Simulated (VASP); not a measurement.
# CsH (Fm-3m) in VASP: single point with PBEsol

Aim: the single point of CsH with PBEsol.

All numbers are computed with VASP 6.6.1; they aren't measurements. Logs are shortened: lines on timing, memory, paths and dates and some standing lists are left out, and cuts for length are marked.

### Step 1. The cell of the first run

The structure is cubic, space group Fm-3m (No. 225). The conventional cell has a = 6.040 Å, b = 6.040 Å, c = 6.040 Å, α = 90.00°, β = 90.00°, γ = 90.00°. Within 4.0 Å of Cs (site symmetry m-3m) lie 6 H at 3.02 Å. H (site symmetry m-3m) has 6 Cs at 3.02 Å within 4.0 Å.

### Step 2. Single point, PBEsol

INCAR

```
SYSTEM = CsH
  PREC = Accurate
  ENCUT = 520
  EDIFF = 1E-7
  ISMEAR = 0
  SIGMA = 0.05
  LREAL = .False.
  LASPH = .True.
  NELM = 80
  ALGO = Normal
  ISIF = 2
  LWAVE = .False.
  LCHARG = .True.
  GGA = PS
  LELF = .True.
  LVHAR = .True.
  NBANDS = 12
```

KPOINTS

```
Automatic mesh
0
Gamma
  6 6 6
  0 0 0
```

POSCAR

```
CsH
1.0
    0.0000000000      3.0200000000      3.0200000000
    3.0200000000      0.0000000000      3.0200000000
    3.0200000000      3.0200000000      0.0000000000
Cs H
1 1
Direct
    0.0000000000      0.0000000000      0.0000000000
    0.5000000000      0.5000000000      0.5000000000
```

Potentials or basis: VASP PAW PBE potentials, release 64 (Cs_sv, H).

On the command line:

```console
cat potpaw_PBE.64/Cs_sv/POTCAR potpaw_PBE.64/H/POTCAR > POTCAR
mpirun -np 1 vasp_std > vasp.out
```

OUTCAR:

```text
SYSTEM = CsH
   PREC = Accurate
   ENCUT = 520
   EDIFF = 1E-7
   ISMEAR = 0
   LREAL = .False.
   LASPH = .True.
   NELM = 80
   ISIF = 2
   GGA = PS

 ion  position               nearest neighbor table
   1  0.000  0.000  0.000-
   2  0.500  0.500  0.500-

  LATTYP: Found a face centered cubic cell.
 ALAT       =     6.0400000000

  Lattice vectors:

 A1 = (   0.0000000000,   3.0200000000,   3.0200000000)
 A2 = (   3.0200000000,   0.0000000000,   3.0200000000)
 A3 = (   3.0200000000,   3.0200000000,   0.0000000000)

Analysis of symmetry for initial positions (statically):
=====================================================================
 Subroutine PRICEL returns:
 Original cell was already a primitive cell.

 Routine SETGRP: Setting up the symmetry group for a
 face centered cubic supercell.

 Subroutine GETGRP returns: Found 48 space group operations
 (whereof 48 operations were pure point group operations)
 out of a pool of 48 trial point group operations.

The static configuration has the point symmetry O_h .

Analysis of symmetry for dynamics (positions and initial velocities):
=====================================================================
 Subroutine PRICEL returns:
 Original cell was already a primitive cell.

 Routine SETGRP: Setting up the symmetry group for a
 face centered cubic supercell.

 Subroutine GETGRP returns: Found 48 space group operations
 (whereof 48 operations were pure point group operations)
 out of a pool of 48 trial point group operations.

The dynamic configuration has the point symmetry O_h .

 Subroutine INISYM returns: Found 48 space group operations
 (whereof 48 operations are pure point group operations),
 and found     1 'primitive' translations

----------------------------------------------------------------------------------------

                                     Primitive cell

  volume of cell :      55.0872

  direct lattice vectors                    reciprocal lattice vectors
     0.000000000  3.020000000  3.020000000    -0.165562914  0.165562914  0.165562914
     3.020000000  0.000000000  3.020000000     0.165562914 -0.165562914  0.165562914
     3.020000000  3.020000000  0.000000000     0.165562914  0.165562914 -0.165562914

  length of vectors
     4.270924958  4.270924958  4.270924958     0.286763379  0.286763379  0.286763379

  position of ions in fractional coordinates (direct lattice)
     0.000000000  0.000000000  0.000000000
     0.500000000  0.500000000  0.500000000

  ion indices of the primitive-cell ions
   primitive index   ion index
                 1           1
                 2           2

----------------------------------------------------------------------------------------

 KPOINTS: Automatic mesh

Automatic generation of k-mesh.
 Grid dimensions read from file:
 generate k-points for:    6    6    6

 Generating k-lattice:

  Cartesian coordinates                     Fractional coordinates (reciprocal lattice)
    -0.027593819  0.027593819  0.027593819     0.166666667  0.000000000  0.000000000
     0.027593819 -0.027593819  0.027593819     0.000000000  0.166666667  0.000000000
     0.027593819  0.027593819 -0.027593819     0.000000000  0.000000000  0.166666667

  Length of vectors
     0.047793896  0.047793896  0.047793896

  Shift w.r.t. Gamma in fractional coordinates (k-lattice)
     0.000000000  0.000000000  0.000000000

 Subroutine IBZKPT returns following result:
 ===========================================

 Found     16 irreducible k-points:

 Following reciprocal coordinates:
            Coordinates               Weight
  0.000000  0.000000  0.000000      1.000000
  0.166667  0.000000  0.000000      8.000000
  0.333333  0.000000  0.000000      8.000000
  0.500000  0.000000  0.000000      4.000000
  0.166667  0.166667  0.000000      6.000000
  0.333333  0.166667  0.000000     24.000000
[... 8 lines left out ...]
 -0.333333  0.333333  0.166667     24.000000
 -0.333333  0.500000  0.166667     12.000000
   k-points           NKPTS =     16   k-points in BZ     NKDIM =     16   number of bands    NBANDS=     12
   number of dos      NEDOS =    301   number of ions     NIONS =      2
   total plane-waves  NPLWV =  32768
   dimension x,y,z NGX =    32 NGY =   32 NGZ =   32
   dimension x,y,z NGXF=    64 NGYF=   64 NGZF=   64
   ions per type =               1   1
   NGX,Y,Z   is equivalent  to a cutoff of  12.46, 12.46, 12.46 a.u.
   NGXF,Y,Z  is equivalent  to a cutoff of  24.91, 24.91, 24.91 a.u.
 SYSTEM =  CsH
   PREC   = accura    normal or accurate (medium, high low for compatibility)
   ISTART =      0    job   : 0-new  1-cont  2-samecut
   ICHARG =      2    charge: 1-file 2-atom 10-const
   ISPIN  =      1    spin polarized calculation?
   LNONCOLLINEAR =      F non collinear calculations
   LSORBIT =      F    spin-orbit coupling
   LASPH  =      T    aspherical Exc in radial PAW
   ENCUT  =  520.0 eV  38.22 Ry    6.18 a.u.   7.94  7.94  7.94*2*pi/ulx,y,z
   NELM   =     80;   NELMIN=  2; NELMDL= -5     # of ELM steps
   EDIFF  = 0.1E-06   stopping-criterion for ELM
   LREAL  =      F    real-space projection
   EDIFFG = 0.1E-05   stopping-criterion for IOM
   NSW    =      0    number of steps for IOM
   IBRION =     -1    ionic relax: 0-MD 1-quasi-New 2-CG
   NFREE  =      0    steps in history (QN), initial steepest desc. (CG)
   ISIF   =      2    stress and relaxation
   ISYM   =      2    0-nonsym 1-usesym 2-fastsym
   POTIM  = 0.5000    time-step for ionic-motion
   TEBEG  =    0.0;   TEEND  =   0.0 temperature during run
   PSTRESS=    0.0 pullay stress
   NELECT =      10.0000    total number of electrons
   NUPDOWN=      -1.0000    fix difference up-down
   EMIN   =  10.00;   EMAX   =-10.00  energy-range for DOS
   EFERMI =   0.00;   METHOD = LEGACY
   ISMEAR =     0;   SIGMA  =   0.05  broadening in eV -4-tet -1-fermi 0-gaus
   EFERMI_NEDOS =   21; number of points for ismear=-14 and -15
   IALGO  =     38    algorithm
   IMIX   =      4    mixing-type and parameters
     AMIX     =   0.40;   BMIX     =  1.00
     AMIX_MAG =   1.60;   BMIX_MAG =  1.00
  volume/ion in A,a.u.               =      27.54       185.87
  Fermi-wavevector in a.u.,A,eV,Ry     =   0.926953  1.751688 11.690705  0.859243
  Thomas-Fermi vector in A             =   2.052971
   LORBIT       =      0    0 simple, 1 ext, 2 COOP (PROOUT), +10 PAW based schemes
   GGA     = PS    functional components
   LHFCALC =     F    Hartree Fock is set to
   AEXX    =    0.0000 exact exchange contribution
   IVDW    =     0    specifies the selected vdW correction
   LEPSILON=     F    determine dielectric tensor
   LRPA    =     F    only Hartree local field effects (RPA)
 non-spin polarized calculation
 Gauss-broadening in eV      SIGMA  =   0.05
  energy-cutoff  :      520.00
  volume of cell :       55.09
 maximum number of plane-waves:      1524
   NGX = 15   NGY = 15   NGZ = 15

 number of electron      10.0000002 magnetization

 Free energy of the ion-electron system (eV)
  ---------------------------------------------------
  ext. energy  EPLUGINS =         0.00000000
  ---------------------------------------------------
  free energy    TOTEN  =        -4.56322359 eV

  energy without entropy =       -4.56322359  energy(sigma->0) =       -4.56322359

 E-fermi :   1.1982     XC(G=0):  -8.0486

 val. band max:        0.9256056653   @ k =   0.5000   0.0000   0.0000
 cond. band min:       2.7816283934   @ k =   0.5000   0.0000   0.0000
 fundamental gap:      1.8560227281
 Fermi energy:         1.1982406407

 k-point     1 :       0.0000    0.0000    0.0000
  band No.  band energies     occupation
      1     -20.6823      2.00000
      2      -6.9088      2.00000
      3      -6.9088      2.00000
      4      -6.9088      2.00000
      5      -1.2427      2.00000
      6       5.9707      0.00000
      7       5.9707      0.00000
      8       5.9707      0.00000
      9       7.2867      0.00000
     10       8.0773      0.00000
     11       8.0773      0.00000
     12       9.7829      0.00000

 k-point     2 :       0.1667    0.0000    0.0000
  band No.  band energies     occupation
      1     -20.6457      2.00000
      2      -7.3009      2.00000
      3      -6.9458      2.00000
      4      -6.9458      2.00000
      5      -0.7031      2.00000
      6       5.0895      0.00000
      7       6.1492      0.00000
      8       6.1492      0.00000
      9       6.9229      0.00000
     10       7.5648      0.00000
     11       7.5648      0.00000
     12      11.0926      0.00000

 k-point     3 :       0.3333    0.0000    0.0000
  band No.  band energies     occupation
      1     -20.5710      2.00000
      2      -7.9544      2.00000
      3      -7.0176      2.00000
      4      -7.0176      2.00000
      5       0.3182      2.00000
      6       3.5762      0.00000
      7       5.7396      0.00000
      8       5.7396      0.00000
      9       7.5305      0.00000
     10       8.4394      0.00000
     11       8.4394      0.00000
     12      13.5172      0.00000

 k-point     4 :       0.5000    0.0000    0.0000
  band No.  band energies     occupation
      1     -20.5327      2.00000
      2      -8.2389      2.00000
      3      -7.0525      2.00000
      4      -7.0525      2.00000
      5       0.9256      2.00000
      6       2.7816      0.00000
      7       5.4499      0.00000
      8       5.4499      0.00000
      9       8.6265      0.00000
     10       9.7313      0.00000
     11       9.7313      0.00000
     12      11.5744      0.00000

 k-point     5 :       0.1667    0.1667    0.0000
  band No.  band energies     occupation
      1     -20.6337      2.00000
      2      -7.2888      2.00000
      3      -7.0210      2.00000
      4      -7.0210      2.00000
      5      -0.6293      2.00000
      6       5.0292      0.00000
      7       5.7040      0.00000
      8       6.4562      0.00000
      9       6.4562      0.00000
     10       8.0007      0.00000
     11       8.4046      0.00000
     12      11.5708      0.00000
[... 108 lines left out ...]
      1     -20.4856      2.00000
      2      -8.0299      2.00000
      3      -7.3358      2.00000
      4      -7.3358      2.00000
      5      -0.8038      2.00000
      6       3.5467      0.00000
      7       7.0696      0.00000
      8       9.6349      0.00000
      9       9.7697      0.00000
     10       9.7697      0.00000
     11       9.8250      0.00000
     12      10.3990      0.00000

 k-point    14 :       0.5000    0.3333    0.1667
  band No.  band energies     occupation
      1     -20.5220      2.00000
      2      -7.8911      2.00000
      3      -7.4077      2.00000
      4      -7.1771      2.00000
      5       0.0187      2.00000
      6       4.4797      0.00000
      7       4.6171      0.00000
      8       6.7103      0.00000
      9       8.0570      0.00000
     10       9.2629      0.00000
     11      10.4322      0.00000
     12      11.6136      0.00000

 k-point    15 :      -0.3333    0.3333    0.1667
  band No.  band energies     occupation
      1     -20.4967      2.00000
      2      -7.9133      2.00000
      3      -7.5540      2.00000
      4      -7.2565      2.00000
      5       0.0583      2.00000
      6       4.2470      0.00000
      7       5.1905      0.00000
      8       6.4940      0.00000
      9       8.7956      0.00000
     10       9.0778      0.00000
     11      10.7671      0.00000
     12      11.0707      0.00000

 k-point    16 :      -0.3333    0.5000    0.1667
  band No.  band energies     occupation
      1     -20.4848      2.00000
      2      -7.8719      2.00000
      3      -7.5265      2.00000
      4      -7.4033      2.00000
      5      -0.3475      2.00000
      6       4.2412      0.00000
      7       5.8906      0.00000
      8       6.6479      0.00000
      9       9.8538      0.00000
     10      10.1579      0.00000
     11      10.4132      0.00000
     12      10.7006      0.00000

------------------------ aborting loop because EDIFF is reached ----------------------------------------

  FORCE on cell =-STRESS in cart. coord.  units (eV):
  Direction    XX          YY          ZZ          XY          YZ          ZX
  --------------------------------------------------------------------------------------
  -------------------------------------------------------------------------------------
  Total        0.4618623      0.4618623      0.4618623      0.0000000      0.0000000      0.0000000
  in kB       13.4329759     13.4329759     13.4329759      0.0000000      0.0000000      0.0000000
  external PRESSURE =      13.4329759 kB  Pullay stress =       0.0000000 kB

 VOLUME and BASIS-vectors are now :
 -----------------------------------------------------------------------------
  energy-cutoff  :      520.00
  volume of cell :       55.09
      direct lattice vectors                 reciprocal lattice vectors
     0.000000000  3.020000000  3.020000000    -0.165562914  0.165562914  0.165562914
     3.020000000  0.000000000  3.020000000     0.165562914 -0.165562914  0.165562914
     3.020000000  3.020000000  0.000000000     0.165562914  0.165562914 -0.165562914

 POSITION                                       TOTAL-FORCE (eV/Angst)
 -----------------------------------------------------------------------------------
      0.00000      0.00000      0.00000        -0.000000      0.000000      0.000000
      3.02000      3.02000      3.02000         0.000000     -0.000000     -0.000000
 -----------------------------------------------------------------------------------
    total drift:                                0.000000     -0.000000     -0.000000

  FREE ENERGIE OF THE ION-ELECTRON SYSTEM (eV)
  ---------------------------------------------------
  free  energy   TOTEN  =        -4.5632235892 eV

  energy  without entropy=       -4.5632235892  energy(sigma->0) =       -4.56322359
```

Run time: 17 s. Hardware: 1 thread of Intel Xeon Platinum 8488C (Sapphire Rapids), shared host; peak memory 0.16 GiB.

Results:

| Quantity | Value |
| --- | --- |
| Free energy | -4.5632 eV |
| Pressure | 1.3 GPa |
| Band gap on the k mesh | 1.86 eV, direct |

Levels at points of the mesh, in eV from the valence-band top:
```tsv
k point	band 1	band 2	band 3	band 4	band 5	band 6	band 7	band 8	band 9	band 10
(0.00, 0.00, 0.00)	-21.61	-7.83	-7.83	-7.83	-2.17	5.05	5.05	5.05	6.36	7.15
(0.50, 0.00, 0.00)	-21.46	-9.16	-7.98	-7.98	0.00	1.86	4.52	4.52	7.70	8.81
(0.50, 0.50, 0.00)	-21.41	-8.96	-8.26	-8.26	-1.73	2.62	6.14	8.71	8.84	8.84
```

Caveat: the PAW data sets were made with another functional, which shifts forces and pressure a little; spin-orbit coupling is left out, which moves the levels of the heavy elements. A k mesh can miss the band edges.
